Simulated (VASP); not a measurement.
**Al: single point with PBEsol**

The system is Al.

```
Al
1.0
     0.00000    1.94404    1.94404
     1.94404    0.00000    1.94404
     1.94404    1.94404    0.00000
Al
1
Cartesian
  0.0000 0.0000 0.0000
```

```yaml
Program: VASP 6.6.1
Task: single point
Functional: PBEsol
Potentials_or_basis: VASP PAW PBE potentials, release 64 (Al)
Cutoff: 520 eV
k_mesh: 11 × 11 × 11
Occupations: fermi-dirac, width 0.05 eV
Spin: no spin polarisation
```

```
Pressure : 10.1 GPa
```

Levels at points of the mesh, in eV from the Fermi level:
```tsv
k point	band 1	band 2	band 3	band 4
(0.00, 0.00, 0.00)	-11.94	13.26	13.26	13.26
```

It took 13 s on 1 thread of AMD EPYC 7R13, with other jobs on the host, peak memory 0.09 GiB.

Caveat: the PAW data sets were made with another functional, which shifts forces and pressure a little.
